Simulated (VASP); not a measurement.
A run of VASP 6.6.1 is set up as follows.

The input INCAR:

```
SYSTEM = Fe
  PREC = Accurate
  ENCUT = 600
  EDIFF = 1E-6
  ISMEAR = 1
  SIGMA = 0.02
  LREAL = .False.
  LASPH = .True.
  NELM = 200
  ALGO = Normal
  ISIF = 2
  LWAVE = .False.
  LCHARG = .False.
  ISPIN = 2
  MAGMOM = 3.5
  LORBIT = 11
  LMAXMIX = 4
  GGA = PS
  NBANDS = 14
  GGA_COMPAT = .False.
```

Contents of KPOINTS:

```
Automatic mesh
0
Gamma
  12 12 12
  0 0 0
```

The input POSCAR:

```
Fe
1.0
   -1.3925312358      1.3925312358      1.3925312358
    1.3925312358     -1.3925312358      1.3925312358
    1.3925312358      1.3925312358     -1.3925312358
Fe
1
Direct
    0.0000000000      0.0000000000      0.0000000000
```

Potentials or basis: VASP PAW PBE potentials, release 64 (Fe).

The run is started by

```sh
$ cat potpaw_PBE.64/Fe/POTCAR > POTCAR
$ mpirun -np 1 vasp_std > vasp.out
```

Question: What does it give for the pressure?

Answer: -0.2 GPa.

Question: What does it give for the net moment?

Answer: 2.08 μB per cell.

Caveat: the PAW data sets were made with another functional, which shifts forces and pressure a little.
